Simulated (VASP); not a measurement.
# AlN (ref) in VASP: notebook

AlN (ref) is run at these levels: r2SCAN; tasks: single point.

All numbers are computed with VASP 6.6.1; they aren't measurements. Logs are shortened: lines on timing, memory, paths and dates and some standing lists are left out, and cuts for length are marked.

**1. The cell of the first run**

It takes space group P6_3mc (No. 186, hexagonal). Conventional cell: a = 3.106 Å, b = 3.106 Å, c = 4.978 Å, α = 90.00°, β = 90.00°, γ = 120.00°. Within 2.4 Å of Al (site symmetry 3m) lie 3 N at 1.79 Å. Within 2.4 Å of N (site symmetry 3m) lie 3 Al at 1.79 Å.

**2. Single point, r2SCAN**

POSCAR reads:

```
AlN
1.0
    3.1064902802      0.0000000000      0.0000000000
   -1.5532451401      2.6902994992      0.0000000000
    0.0000000000      0.0000000000      4.9780207988
Al N
2 2
Direct
    0.3333333333      0.6666666667     -0.0530823800
    0.6666666667      0.3333333333      0.4469176200
    0.3333333333      0.6666666667      0.4350823800
    0.6666666667      0.3333333333      0.9350823800
```

INCAR.step1 reads:

```
PREC = Accurate
ENCUT = 520
ISMEAR = 0
SIGMA = 0.01
LREAL = False
LASPH = True
NELM = 60
NBANDS = 16
GGA = PE
ALGO = Normal
EDIFF = 1E-4
LWAVE = True
LCHARG = False
```

INCAR.step2 reads:

```
PREC = Accurate
ENCUT = 520
EDIFF = 1E-6
ISMEAR = 0
SIGMA = 0.01
LREAL = False
LASPH = True
NELM = 60
ALGO = Normal
ISIF = 2
LWAVE = False
LCHARG = False
METAGGA = R2SCAN
LMIXTAU = True
NBANDS = 16
ISTART = 1
```

KPOINTS reads:

```
regular mesh
0
Gamma
  12 12 6
```

Potentials or basis: VASP PAW PBE potentials, release 64 (Al, N).

The run is started by

```sh
> cat potpaw_PBE.64/Al/POTCAR potpaw_PBE.64/N/POTCAR > POTCAR
> cp INCAR.step1 INCAR
> mpirun -np 1 vasp_std > vasp.out
> cp INCAR.step2 INCAR
> mpirun -np 1 vasp_std > vasp.out
```

OUTCAR:

```text
PREC = Accurate
   ENCUT = 520
   EDIFF = 1E-6
   ISMEAR = 0
   LREAL = False
   LASPH = True
   NELM = 60
   ISIF = 2
   METAGGA = R2SCAN
   ISTART = 1

 ion  position               nearest neighbor table
   1  0.333  0.667  0.947-   4 1.79   4 1.79   4 1.79   3 2.43   3 2.55   2 3.07   2 3.07   2 3.07
                             2 3.07   2 3.07   2 3.07
   2  0.667  0.333  0.447-   3 1.79   3 1.79   3 1.79   4 2.43   4 2.55   1 3.07   1 3.07   1 3.07
                             1 3.07   1 3.07   1 3.07
   3  0.333  0.667  0.435-   2 1.79   2 1.79   2 1.79   1 2.43   1 2.55
   4  0.667  0.333  0.935-   1 1.79   1 1.79   1 1.79   2 2.43   2 2.55

  LATTYP: Found a hexagonal cell.
 ALAT       =     3.1064902802
 C/A-ratio  =     1.6024581923

  Lattice vectors:

 A1 = (   3.1064902802,   0.0000000000,   0.0000000000)
 A2 = (  -1.5532451401,   2.6902994992,   0.0000000000)
 A3 = (   0.0000000000,   0.0000000000,   4.9780207988)

Analysis of symmetry for initial positions (statically):
=====================================================================
 Subroutine PRICEL returns:
 Original cell was already a primitive cell.

 Routine SETGRP: Setting up the symmetry group for a
 hexagonal supercell.

 Subroutine GETGRP returns: Found 12 space group operations
 (whereof  6 operations were pure point group operations)
 out of a pool of 24 trial point group operations.

The static configuration has the point symmetry C_3v.
 The point group associated with its full space group is C_6v.

Analysis of symmetry for dynamics (positions and initial velocities):
=====================================================================
 Subroutine PRICEL returns:
 Original cell was already a primitive cell.

 Routine SETGRP: Setting up the symmetry group for a
 hexagonal supercell.

 Subroutine GETGRP returns: Found 12 space group operations
 (whereof  6 operations were pure point group operations)
 out of a pool of 24 trial point group operations.

The dynamic configuration has the point symmetry C_3v.
 The point group associated with its full space group is C_6v.

 Subroutine INISYM returns: Found 12 space group operations
 (whereof  6 operations are pure point group operations),
 and found     1 'primitive' translations

----------------------------------------------------------------------------------------

                                     Primitive cell

  volume of cell :      41.6033

  direct lattice vectors                    reciprocal lattice vectors
     3.106490280  0.000000000  0.000000000     0.321906689  0.185852913  0.000000000
    -1.553245140  2.690299499  0.000000000     0.000000000  0.371705827  0.000000000
     0.000000000  0.000000000  4.978020799     0.000000000  0.000000000  0.200883050

  length of vectors
     3.106490280  3.106490280  4.978020799     0.371705827  0.371705827  0.200883050

  position of ions in fractional coordinates (direct lattice)
     0.333333333  0.666666667  0.946917620
     0.666666667  0.333333333  0.446917620
     0.333333333  0.666666667  0.435082380
     0.666666667  0.333333333  0.935082380

  ion indices of the primitive-cell ions
   primitive index   ion index
                 1           1
                 2           2
                 3           3
                 4           4

----------------------------------------------------------------------------------------

 KPOINTS: regular mesh

Automatic generation of k-mesh.
 Grid dimensions read from file:
 generate k-points for:   12   12    6

 Generating k-lattice:

  Cartesian coordinates                     Fractional coordinates (reciprocal lattice)
     0.026825557  0.015487743  0.000000000     0.083333333  0.000000000  0.000000000
     0.000000000  0.030975486  0.000000000     0.000000000  0.083333333  0.000000000
     0.000000000  0.000000000  0.033480508     0.000000000  0.000000000  0.166666667

  Length of vectors
     0.030975486  0.030975486  0.033480508

  Shift w.r.t. Gamma in fractional coordinates (k-lattice)
     0.000000000  0.000000000  0.000000000

 Subroutine IBZKPT returns following result:
 ===========================================

 Found     76 irreducible k-points:

 Following reciprocal coordinates:
            Coordinates               Weight
  0.000000  0.000000  0.000000      1.000000
  0.083333  0.000000  0.000000      6.000000
  0.166667  0.000000  0.000000      6.000000
  0.250000  0.000000  0.000000      6.000000
  0.333333  0.000000  0.000000      6.000000
  0.416667 -0.000000  0.000000      6.000000
[... 16 lines left out ...]
  0.250000  0.000000  0.166667     12.000000
  0.333333  0.000000  0.166667     12.000000
 [... further k-points ...]
   k-points           NKPTS =     76   k-points in BZ     NKDIM =     76   number of bands    NBANDS=     16
   number of dos      NEDOS =    301   number of ions     NIONS =      4
   total plane-waves  NPLWV =  23040
   dimension x,y,z NGX =    24 NGY =   24 NGZ =   40
   dimension x,y,z NGXF=    48 NGYF=   48 NGZF=   80
   ions per type =               2   2
   NGX,Y,Z   is equivalent  to a cutoff of  12.84, 12.84, 13.36 a.u.
   NGXF,Y,Z  is equivalent  to a cutoff of  25.69, 25.69, 26.72 a.u.
 SYSTEM =  unknown system
   PREC   = accura    normal or accurate (medium, high low for compatibility)
   ISTART =      1    job   : 0-new  1-cont  2-samecut
   ICHARG =      0    charge: 1-file 2-atom 10-const
   ISPIN  =      1    spin polarized calculation?
   LNONCOLLINEAR =      F non collinear calculations
   LSORBIT =      F    spin-orbit coupling
   LASPH  =      T    aspherical Exc in radial PAW
   ENCUT  =  520.0 eV  38.22 Ry    6.18 a.u.   5.78  5.78  9.26*2*pi/ulx,y,z
   NELM   =     60;   NELMIN=  2; NELMDL=  0     # of ELM steps
   EDIFF  = 0.1E-05   stopping-criterion for ELM
   LREAL  =      F    real-space projection
   EDIFFG = 0.1E-04   stopping-criterion for IOM
   NSW    =      0    number of steps for IOM
   IBRION =     -1    ionic relax: 0-MD 1-quasi-New 2-CG
   NFREE  =      0    steps in history (QN), initial steepest desc. (CG)
   ISIF   =      2    stress and relaxation
   ISYM   =      2    0-nonsym 1-usesym 2-fastsym
   POTIM  = 0.5000    time-step for ionic-motion
   TEBEG  =    0.0;   TEEND  =   0.0 temperature during run
   PSTRESS=    0.0 pullay stress
   NELECT =      16.0000    total number of electrons
   NUPDOWN=      -1.0000    fix difference up-down
   EMIN   =  10.00;   EMAX   =-10.00  energy-range for DOS
   EFERMI =   0.00;   METHOD = LEGACY
   ISMEAR =     0;   SIGMA  =   0.01  broadening in eV -4-tet -1-fermi 0-gaus
   EFERMI_NEDOS =   21; number of points for ismear=-14 and -15
   IALGO  =     38    algorithm
   IMIX   =      4    mixing-type and parameters
     AMIX     =   0.40;   BMIX     =  1.00
     AMIX_MAG =   1.60;   BMIX_MAG =  1.00
  volume/ion in A,a.u.               =      10.40        70.19
  Fermi-wavevector in a.u.,A,eV,Ry     =   1.190526  2.249769 19.284261  1.417353
  Thomas-Fermi vector in A             =   2.326609
   LORBIT       =      0    0 simple, 1 ext, 2 COOP (PROOUT), +10 PAW based schemes
   METAGGA = R2SCAN    functional components
   LHFCALC =     F    Hartree Fock is set to
   AEXX    =    0.0000 exact exchange contribution
   IVDW    =     0    specifies the selected vdW correction
   LEPSILON=     F    determine dielectric tensor
   LRPA    =     F    only Hartree local field effects (RPA)
 non-spin polarized calculation
 Gauss-broadening in eV      SIGMA  =   0.01
  energy-cutoff  :      520.00
  volume of cell :       41.60
 maximum number of plane-waves:      1140
 NGX is ok and might be reduce to    24
   NGX = 11   NGY = 11   NGZ = 19

 number of electron      15.9999997 magnetization

 Free energy of the ion-electron system (eV)
  ---------------------------------------------------
  ext. energy  EPLUGINS =         0.00000000
  ---------------------------------------------------
  free energy    TOTEN  =       -37.35427552 eV

  energy without entropy =      -37.35427552  energy(sigma->0) =      -37.35427552

 E-fermi :   7.2695     XC(G=0): -11.4275

 val. band max:        7.1854953670   @ k =   0.0000   0.0000   0.0000
 cond. band min:      10.5441736842   @ k =   0.0000   0.0000   0.0000
 fundamental gap:      3.3586783172
 Fermi energy:         7.2694694595

 k-point     1 :       0.0000    0.0000    0.0000
  band No.  band energies     occupation
      1     -10.1231      2.00000
      2      -8.0531      2.00000
      3       0.2303      2.00000
      4       4.4696      2.00000
      5       4.4696      2.00000
      6       5.1315      2.00000
[... 8 lines left out ...]
     15      19.5685      0.00000
     16      19.5685      0.00000

 k-point     2 :       0.0833    0.0000    0.0000
  band No.  band energies     occupation
      1     -10.0333      2.00000
      2      -8.0002      2.00000
      3       0.3392      2.00000
      4       4.1103      2.00000
      5       4.3712      2.00000
      6       4.7781      2.00000
[... 8 lines left out ...]
     15      19.8201      0.00000
     16      19.9335      0.00000

 k-point     3 :       0.1667    0.0000    0.0000
  band No.  band energies     occupation
      1      -9.7723      2.00000
      2      -7.8557      2.00000
      3       0.6615      2.00000
      4       3.2052      2.00000
      5       3.9763      2.00000
      6       4.1350      2.00000
[... 8 lines left out ...]
     15      18.8988      0.00000
     16      20.1315      0.00000

 k-point     4 :       0.2500    0.0000    0.0000
  band No.  band energies     occupation
      1      -9.3681      2.00000
      2      -7.6646      2.00000
      3       1.1810      2.00000
      4       2.1087      2.00000
      5       3.0589      2.00000
      6       3.8587      2.00000
[... 8 lines left out ...]
     15      19.2473      0.00000
     16      20.0134      0.00000

 k-point     5 :       0.3333    0.0000    0.0000
  band No.  band energies     occupation
      1      -8.8767      2.00000
      2      -7.5034      2.00000
      3       1.1168      2.00000
      4       1.8599      2.00000
      5       2.2247      2.00000
      6       3.6158      2.00000
[... 8 lines left out ...]
     15      18.5772      0.00000
     16      21.2668      0.00000

 k-point     6 :       0.4167   -0.0000    0.0000
  band No.  band energies     occupation
      1      -8.4037      2.00000
      2      -7.4552      2.00000
      3       0.4356      2.00000
      4       1.6300      2.00000
      5       2.5969      2.00000
      6       3.4530      2.00000
[... 8 lines left out ...]
     15      18.6213      0.00000
     16      21.4974      0.00000
[... 267 lines left out ...]
 k-point    21 :       0.0833    0.0000    0.1667
  band No.  band energies     occupation
      1      -9.9290      2.00000
      2      -8.1870      2.00000
      3       0.7039      2.00000
      4       4.1684      2.00000
      5       4.4178      2.00000
      6       4.6742      2.00000
[... 8 lines left out ...]
     15      19.0617      0.00000
     16      19.5004      0.00000

 k-point    22 :       0.1667    0.0000    0.1667
  band No.  band energies     occupation
      1      -9.6720      2.00000
      2      -8.0270      2.00000
      3       0.9592      2.00000
      4       3.3076      2.00000
      5       3.8418      2.00000
      6       4.1915      2.00000
[... 8 lines left out ...]
     15      18.7944      0.00000
     16      19.9170      0.00000

 k-point    23 :       0.2500    0.0000    0.1667
  band No.  band energies     occupation
      1      -9.2753      2.00000
      2      -7.8087      2.00000
      3       1.2309      2.00000
      4       2.3782      2.00000
      5       2.9564      2.00000
      6       3.9244      2.00000
[... 8 lines left out ...]
     15      19.2623      0.00000
     16      20.1726      0.00000

 k-point    24 :       0.3333    0.0000    0.1667
  band No.  band energies     occupation
      1      -8.7963      2.00000
      2      -7.6090      2.00000
      3       0.8896      2.00000
      4       1.8646      2.00000
      5       2.5907      2.00000
      6       3.6881      2.00000
[... 8 lines left out ...]
     15      18.8345      0.00000
     16      21.2166      0.00000

 [... further k-points ...]
[... 5 lines left out ...]
  --------------------------------------------------------------------------------------
  -------------------------------------------------------------------------------------
  Total        4.8141262      4.8141262     -3.0835094      0.0000000      0.0000000     -0.0000000
  in kB      185.3961512    185.3961512   -118.7486076      0.0000000      0.0000000     -0.0000000
  external PRESSURE =      84.0145649 kB  Pullay stress =       0.0000000 kB

 VOLUME and BASIS-vectors are now :
 -----------------------------------------------------------------------------
  energy-cutoff  :      520.00
  volume of cell :       41.60
      direct lattice vectors                 reciprocal lattice vectors
     3.106490280  0.000000000  0.000000000     0.321906689  0.185852913  0.000000000
    -1.553245140  2.690299499  0.000000000     0.000000000  0.371705827  0.000000000
     0.000000000  0.000000000  4.978020799     0.000000000  0.000000000  0.200883050

 POSITION                                       TOTAL-FORCE (eV/Angst)
 -----------------------------------------------------------------------------------
     -0.00000      1.79353      4.71378        -0.000000      0.000000      0.377931
      1.55325      0.89677      2.22477         0.000000     -0.000000      0.377931
     -0.00000      1.79353      2.16585        -0.000000      0.000000     -0.377931
      1.55325      0.89677      4.65486        -0.000000      0.000000     -0.377931
 -----------------------------------------------------------------------------------
    total drift:                                0.000000      0.000000     -0.001219

  FREE ENERGIE OF THE ION-ELECTRON SYSTEM (eV)
  ---------------------------------------------------
  free  energy   TOTEN  =       -37.3542755172 eV

  energy  without entropy=      -37.3542755172  energy(sigma->0) =      -37.35427552
```

Run time: 2.4 min. Hardware: 1 thread of AMD EPYC 7R43 (Zen 3), shared host; peak memory 0.15 GiB.

What came out:

- Free energy: -37.3543 eV
- Pressure: 8.4 GPa
- Largest force: 0.378 eV/Å
- Band gap on the k mesh: 3.36 eV, direct

Forces in eV/Å, atoms in the order of the input:
```
Al   0.000  0.000  0.378
Al   0.000  0.000  0.378
N    0.000  0.000 -0.378
N    0.000  0.000 -0.378
```

Stress tensor (GPa, compression positive):
```
 18.54   0.00   0.00
  0.00  18.54   0.00
  0.00   0.00 -11.87
```

Caveat: the PAW data sets were made with another functional, which shifts forces and pressure a little.

**3. Single point, r2SCAN**

POSCAR reads:

```
AlN
1.0
    3.1064902802      0.0000000000      0.0000000000
   -1.5532451401      2.6902994992      0.0000000000
    0.0000000000      0.0000000000      4.9780207988
Al N
2 2
Direct
    0.3333333333      0.6666666667     -0.0590000000
    0.6666666667      0.3333333333      0.4410000000
    0.3333333333      0.6666666667      0.4410000000
    0.6666666667      0.3333333333      0.9410000000
```

INCAR.step1 reads:

```
SYSTEM = AlN
PREC = Accurate
ENCUT = 520
ISMEAR = 0
SIGMA = 0.01
LREAL = .FALSE.
LASPH = .TRUE.
NELM = 80
NBANDS = 16
GGA = PE
ALGO = Normal
EDIFF = 1E-4
LWAVE = .TRUE.
LCHARG = .FALSE.
```

INCAR.step2 reads:

```
SYSTEM = AlN
PREC = Accurate
ENCUT = 520
EDIFF = 1E-7
ISMEAR = 0
SIGMA = 0.01
LREAL = .FALSE.
LASPH = .TRUE.
NELM = 80
ALGO = Normal
ISIF = 2
LWAVE = .FALSE.
LCHARG = .FALSE.
METAGGA = R2SCAN
LMIXTAU = .TRUE.
NBANDS = 16
ISTART = 1
```

KPOINTS reads:

```
regular mesh
0
G
  12 12 6
  0 0 0
```

Potentials or basis: VASP PAW PBE potentials, release 64 (Al, N).

The run is started by

```sh
> cat potpaw_PBE.64/Al/POTCAR potpaw_PBE.64/N/POTCAR > POTCAR
> cp INCAR.step1 INCAR
> mpirun -np 1 vasp_std > vasp.out
> cp INCAR.step2 INCAR
> mpirun -np 1 vasp_std > vasp.out
```

It took 2.7 min on 1 thread of AMD EPYC 7R43 (Zen 3), shared host; peak memory 0.15 GiB.

Results (log left out):

```
Free energy            : -37.3319 eV
Pressure               : 8.6 GPa
Band gap on the k mesh : 3.33 eV, direct
```

Stress tensor (GPa, compression positive):
```
 18.82   0.00   0.00
  0.00  18.82   0.00
  0.00   0.00 -11.86
```

Levels at points of the mesh, in eV from the valence-band top:
```csv
k point,band 4,band 5,band 6,band 7,band 8,band 9,band 10,band 11,band 12,band 13
"(0.00, 0.00, 0.00)",-2.74,-2.74,-2.08,-2.08,0.00,3.33,6.51,10.68,10.68,10.85
"(0.50, 0.00, 0.00)",-5.80,-4.18,-3.81,-2.44,-2.32,5.63,6.42,6.44,9.80,10.51
"(0.00, 0.00, 0.50)",-4.12,-2.42,-2.42,-2.42,-2.42,6.35,6.35,9.97,9.97,11.00
"(0.50, 0.00, 0.50)",-7.08,-3.19,-3.19,-2.12,-2.12,5.02,5.02,8.04,8.04,11.22
```

Caveat: the PAW data sets were made with another functional, which shifts forces and pressure a little.
